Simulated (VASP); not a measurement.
Wanted: the native input for a VASP 6.6.1 run.

```yaml
Task: single point
Functional: PBE
Potentials_or_basis: VASP PAW PBE potentials, release 64 (H)
Cutoff: 520 eV
k_mesh: 1 × 1 × 1
Occupations: fermi-dirac, width 0.05 eV
Spin: no spin polarisation
Dipole_correction: no
Further_INCAR_settings: LREAL = Auto; ALGO = Normal; EDIFF = 1e-06; NBANDS = 30
```

The structure of H lies in POSCAR:

```
H
1.0
    7.1137870000      0.0000000000      0.0000000000
    0.0000000000      7.1137870000      0.0000000000
    0.0000000000      0.0000000000      7.1137870000
H
24
Direct
    0.6751256398      0.9501830741      0.5301395726
    0.6165914161      1.0389684144      0.5762050508
    0.8756658022      0.3356158963      0.5609389204
    0.8799673086      0.3666261022      0.6665085699
    0.1552759451      0.5028966990     -0.0844135479
    0.0554275803      0.4681894468     -0.0910485512
    0.6065264535      0.5143392682      0.9001675198
    0.5968550928      0.5694575899      0.8101170305
    0.9215204222      0.8024699081      0.8266201954
    0.9040473098      0.8945024640      0.7714878165
    0.4879960561      0.3520909468      0.4841303233
    0.5287760232      0.3043104889      0.3960619006
    0.2139226266      0.9454598514     -0.1130621426
    0.2755916082      0.9016997557     -0.0378138957
    0.2336589499      0.7268140022      0.6225235588
    0.3398049450      0.7245507913      0.5919772408
    0.5903466044      1.0386029270     -0.0244173743
    0.6225376160      0.9491850121      0.0186960897
    0.2351068425      0.1023224339      0.6000882512
    0.2558131133      0.0078017517      0.5799864404
    0.7496007401      0.6957475674      0.1754620992
    0.7287960688      0.6748866673      0.2766458990
    0.0537266578      0.3785185022      0.2565862599
   -0.0325283847      0.4065907512      0.3076139333
```

One way to write it, as run:

INCAR

```
SYSTEM = H
PREC = Accurate
ENCUT = 520
EDIFF = 1E-6
ISMEAR = -1
SIGMA = 0.05
LREAL = Auto
LASPH = .TRUE.
NELM = 100
ALGO = Normal
ISIF = 2
LWAVE = .FALSE.
LCHARG = .TRUE.
GGA = PE
LELF = .TRUE.
LVHAR = .TRUE.
NBANDS = 30
```

KPOINTS

```
regular mesh
0
G
  1 1 1
  0 0 0
```

Potentials or basis: VASP PAW PBE potentials, release 64 (H).

Command:

```sh
$ cat potpaw_PBE.64/H/POTCAR > POTCAR
$ mpirun -np 1 vasp_gam > vasp.out
```

It gave:

| Property | Result |
| --- | --- |
| Pressure | -0.1 GPa |
| Largest force | 2.125 eV/Å |
| Band gap on the k mesh | 8.75 eV |

Caveat: the k points lie up to 0.88 Å⁻¹ apart.

Wall time 23 s on 1 thread of Intel(R) Xeon(R) 6975P-C (Granite Rapids), with other jobs on the host, peak memory 0.37 GiB.
